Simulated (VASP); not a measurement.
# HfB (Fm-3m) in VASP: single point with PBEsol

Aim: the single point of HfB with PBEsol.

All numbers are computed with VASP 6.6.1; they aren't measurements. Logs are shortened: lines on timing, memory, paths and dates and some standing lists are left out, and cuts for length are marked.

### Step 1. The cell of the first run

The structure is cubic, space group Fm-3m (No. 225). The conventional cell has a = 4.786 Å, b = 4.786 Å, c = 4.786 Å, α = 90.00°, β = 90.00°, γ = 90.00°. Hf (site symmetry m-3m) has 6 B at 2.39 Å within 3.2 Å. B (site symmetry m-3m) has 6 Hf at 2.39 Å within 3.2 Å.

### Step 2. Single point, PBEsol

INCAR

```
SYSTEM = HfB
PREC = Accurate
ENCUT = 520
EDIFF = 1E-6
ISMEAR = 0
SIGMA = 0.05
LREAL = .FALSE.
LASPH = .TRUE.
NELM = 80
ALGO = Normal
ISIF = 2
LWAVE = .FALSE.
LCHARG = .FALSE.
GGA = PS
NBANDS = 14
```

KPOINTS

```
Automatic mesh
0
G
  12 12 12
  0 0 0
```

POSCAR

```
HfB
1.0
    0.0000000000      2.3931546574      2.3931546574
    2.3931546574      0.0000000000      2.3931546574
    2.3931546574      2.3931546574      0.0000000000
Hf B
1 1
Direct
    0.5000000000      0.5000000000      0.5000000000
    0.0000000000      0.0000000000      0.0000000000
```

Potentials or basis: VASP PAW PBE potentials, release 64 (Hf_pv, B).

Run with:

```
$ cat potpaw_PBE.64/Hf_pv/POTCAR potpaw_PBE.64/B/POTCAR > POTCAR
$ mpirun -np 1 vasp_std > vasp.out
```

OUTCAR:

```text
SYSTEM = HfB
   PREC = Accurate
   ENCUT = 520
   EDIFF = 1E-6
   ISMEAR = 0
   LREAL = .FALSE.
   LASPH = .TRUE.
   NELM = 80
   ISIF = 2
   GGA = PS

 ion  position               nearest neighbor table
   1  0.500  0.500  0.500-   2 2.39   2 2.39   2 2.39   2 2.39   2 2.39   2 2.39
   2  0.000  0.000  0.000-   1 2.39   1 2.39   1 2.39   1 2.39   1 2.39   1 2.39

  LATTYP: Found a face centered cubic cell.
 ALAT       =     4.7863093148

  Lattice vectors:

 A1 = (   0.0000000000,   2.3931546574,   2.3931546574)
 A2 = (   2.3931546574,   0.0000000000,   2.3931546574)
 A3 = (   2.3931546574,   2.3931546574,   0.0000000000)

Analysis of symmetry for initial positions (statically):
=====================================================================
 Subroutine PRICEL returns:
 Original cell was already a primitive cell.

 Routine SETGRP: Setting up the symmetry group for a
 face centered cubic supercell.

 Subroutine GETGRP returns: Found 48 space group operations
 (whereof 48 operations were pure point group operations)
 out of a pool of 48 trial point group operations.

The static configuration has the point symmetry O_h .

Analysis of symmetry for dynamics (positions and initial velocities):
=====================================================================
 Subroutine PRICEL returns:
 Original cell was already a primitive cell.

 Routine SETGRP: Setting up the symmetry group for a
 face centered cubic supercell.

 Subroutine GETGRP returns: Found 48 space group operations
 (whereof 48 operations were pure point group operations)
 out of a pool of 48 trial point group operations.

The dynamic configuration has the point symmetry O_h .

 Subroutine INISYM returns: Found 48 space group operations
 (whereof 48 operations are pure point group operations),
 and found     1 'primitive' translations

----------------------------------------------------------------------------------------

                                     Primitive cell

  volume of cell :      27.4121

  direct lattice vectors                    reciprocal lattice vectors
     0.000000000  2.393154657  2.393154657    -0.208929247  0.208929247  0.208929247
     2.393154657  0.000000000  2.393154657     0.208929247 -0.208929247  0.208929247
     2.393154657  2.393154657  0.000000000     0.208929247  0.208929247 -0.208929247

  length of vectors
     3.384431773  3.384431773  3.384431773     0.361876071  0.361876071  0.361876071

  position of ions in fractional coordinates (direct lattice)
[... 85 lines left out ...]
   ISIF   =      2    stress and relaxation
   ISYM   =      2    0-nonsym 1-usesym 2-fastsym
   POTIM  = 0.5000    time-step for ionic-motion
   TEBEG  =    0.0;   TEEND  =   0.0 temperature during run
   PSTRESS=    0.0 pullay stress
   NELECT =      13.0000    total number of electrons
   NUPDOWN=      -1.0000    fix difference up-down
   EMIN   =  10.00;   EMAX   =-10.00  energy-range for DOS
   EFERMI =   0.00;   METHOD = LEGACY
   ISMEAR =     0;   SIGMA  =   0.05  broadening in eV -4-tet -1-fermi 0-gaus
   EFERMI_NEDOS =   21; number of points for ismear=-14 and -15
   IALGO  =     38    algorithm
   IMIX   =      4    mixing-type and parameters
     AMIX     =   0.40;   BMIX     =  1.00
     AMIX_MAG =   1.60;   BMIX_MAG =  1.00
  volume/ion in A,a.u.               =      13.71        92.49
  Fermi-wavevector in a.u.,A,eV,Ry     =   1.276660  2.412537 22.175595  1.629860
  Thomas-Fermi vector in A             =   2.409303
   LORBIT       =      0    0 simple, 1 ext, 2 COOP (PROOUT), +10 PAW based schemes
   GGA     = PS    functional components
   LHFCALC =     F    Hartree Fock is set to
   AEXX    =    0.0000 exact exchange contribution
   IVDW    =     0    specifies the selected vdW correction
   LEPSILON=     F    determine dielectric tensor
   LRPA    =     F    only Hartree local field effects (RPA)
 non-spin polarized calculation
 Gauss-broadening in eV      SIGMA  =   0.05
  energy-cutoff  :      520.00
  volume of cell :       27.41
 maximum number of plane-waves:       754
 NGX is ok and might be reduce to    28
   NGX = 13   NGY = 13   NGZ = 13

 number of electron      12.9999999 magnetization

 Free energy of the ion-electron system (eV)
  ---------------------------------------------------
  ext. energy  EPLUGINS =         0.00000000
  ---------------------------------------------------
  free energy    TOTEN  =       -18.41344722 eV

  energy without entropy =      -18.41246667  energy(sigma->0) =      -18.41295695

 E-fermi :   4.3618     XC(G=0): -11.9067

 val. band max:        4.3597535156   @ k =   0.2500   0.0000   0.0000
 cond. band min:       4.4649506482   @ k =   0.3333   0.1667   0.0833
 fundamental gap:      0.1051971326
 Fermi energy:         4.3617706274

 k-point     1 :       0.0000    0.0000    0.0000
  band No.  band energies     occupation
      1     -24.4703      2.00000
      2     -24.4703      2.00000
      3     -24.4703      2.00000
      4      -4.8754      2.00000
      5       6.3786      0.00000
      6       6.3786      0.00000
      7       6.3786      0.00000
      8       8.0328      0.00000
      9       8.0328      0.00000
     10       8.0328      0.00000
     11       8.1376      0.00000
     12       8.1376      0.00000
     13      15.5809      0.00000
     14      15.7972      0.00000
[... 377 lines left out ...]
      1     -24.9200      2.00000
      2     -24.6184      2.00000
      3     -24.5449      2.00000
      4      -0.4881      2.00000
      5       0.3681      2.00000
      6       3.1666      2.00000
      7       3.4619      2.00000
      8       9.5163      0.00000
      9       9.8155      0.00000
     10      10.5264      0.00000
     11      14.2333      0.00000
     12      14.9755      0.00000
     13      16.2004      0.00000
     14      18.7933      0.00000

 [... further k-points ...]
[... 5 lines left out ...]
  --------------------------------------------------------------------------------------
  -------------------------------------------------------------------------------------
  Total        0.0813916      0.0813916      0.0813916      0.0000000     -0.0000000      0.0000000
  in kB        4.7571641      4.7571641      4.7571641      0.0000000     -0.0000000      0.0000000
  external PRESSURE =       4.7571641 kB  Pullay stress =       0.0000000 kB

 VOLUME and BASIS-vectors are now :
 -----------------------------------------------------------------------------
  energy-cutoff  :      520.00
  volume of cell :       27.41
      direct lattice vectors                 reciprocal lattice vectors
     0.000000000  2.393154657  2.393154657    -0.208929247  0.208929247  0.208929247
     2.393154657  0.000000000  2.393154657     0.208929247 -0.208929247  0.208929247
     2.393154657  2.393154657  0.000000000     0.208929247  0.208929247 -0.208929247

 POSITION                                       TOTAL-FORCE (eV/Angst)
 -----------------------------------------------------------------------------------
      2.39315      2.39315      2.39315         0.000000     -0.000000     -0.000000
      0.00000      0.00000      0.00000         0.000000      0.000000      0.000000
 -----------------------------------------------------------------------------------
    total drift:                                0.000000      0.000000      0.000000

  FREE ENERGIE OF THE ION-ELECTRON SYSTEM (eV)
  ---------------------------------------------------
  free  energy   TOTEN  =       -18.4134472217 eV

  energy  without entropy=      -18.4124666687  energy(sigma->0) =      -18.41295695
```

OSZICAR:

```text
N       E                     dE             d eps       ncg     rms          rms(c)
DAV:   1     0.217204112301E+02    0.21720E+02   -0.69124E+03  2016   0.860E+02
DAV:   2    -0.189426796476E+02   -0.40663E+02   -0.38526E+02  2526   0.194E+02
DAV:   3    -0.199897818813E+02   -0.10471E+01   -0.10436E+01  2442   0.215E+01
DAV:   4    -0.199939624176E+02   -0.41805E-02   -0.41803E-02  2360   0.166E+00
DAV:   5    -0.199939866331E+02   -0.24215E-04   -0.24215E-04  2514   0.116E-01    0.568E+01
DAV:   6    -0.184800415185E+02    0.15139E+01   -0.24889E+00  2352   0.945E+00    0.362E+01
DAV:   7    -0.184357796672E+02    0.44262E-01   -0.60661E-01  2628   0.504E+00    0.996E+00
DAV:   8    -0.184135280149E+02    0.22252E-01   -0.64324E-02  2270   0.150E+00    0.121E+00
DAV:   9    -0.184134594447E+02    0.68570E-04   -0.45456E-03  2622   0.464E-01    0.260E-01
DAV:  10    -0.184134484559E+02    0.10989E-04   -0.10809E-04  2268   0.721E-02    0.500E-02
DAV:  11    -0.184134474016E+02    0.10542E-05   -0.46044E-06  2610   0.147E-02    0.955E-03
DAV:  12    -0.184134472217E+02    0.17988E-06   -0.59583E-07  1590   0.483E-03
   1 F= -.18413447E+02 E0= -.18412957E+02  d E =-.980553E-03
```

It took 18 s on 1 thread of AMD EPYC 9R45 (Zen 5), shared host; peak memory 0.14 GiB.

Results:

```
Free energy : -18.4134 eV
Pressure    : 0.5 GPa
```

Caveat: the PAW data sets were made with another functional, which shifts forces and pressure a little; spin-orbit coupling is left out, which moves the levels of the heavy elements.
